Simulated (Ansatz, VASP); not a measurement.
One calculation of Zr, two programs

```
CELL_PARAMETERS angstrom
-1.79094 1.79094 1.79094
1.79094 -1.79094 1.79094
1.79094 1.79094 -1.79094
ATOMIC_POSITIONS crystal
Zr 0.00000 0.00000 0.00000
```

Alike in both runs: functional r2SCAN; k mesh 16 × 16 × 16; occupations gaussian, width 0.1 eV; no spin polarisation.

Ansatz relaxed the structure, and its values are those at the end. VASP's run is a single point on that final structure, the one shown.

|  | VASP | Ansatz |
| --- | --- | --- |
| version | VASP 6.6.1 | Ansatz 0.2.0 |
| potentials or method | VASP PAW PBE potentials, release 64 (Zr_sv), cutoff 550 eV | scalar-relativistic, plane waves, PAW |
| valence electrons in the cell | 12 | 12 |

|  | VASP | Ansatz | Ansatz less VASP |
| --- | --- | --- | --- |
| gap on the k mesh at the Fermi level (eV) | none | none | - |
| pressure (GPa) | 0.0 | 0.0 | -0.02 |

VASP's potentials were made for PBE, not for r2SCAN. A gap of «none» marks a metal or a gap that the smearing closes.
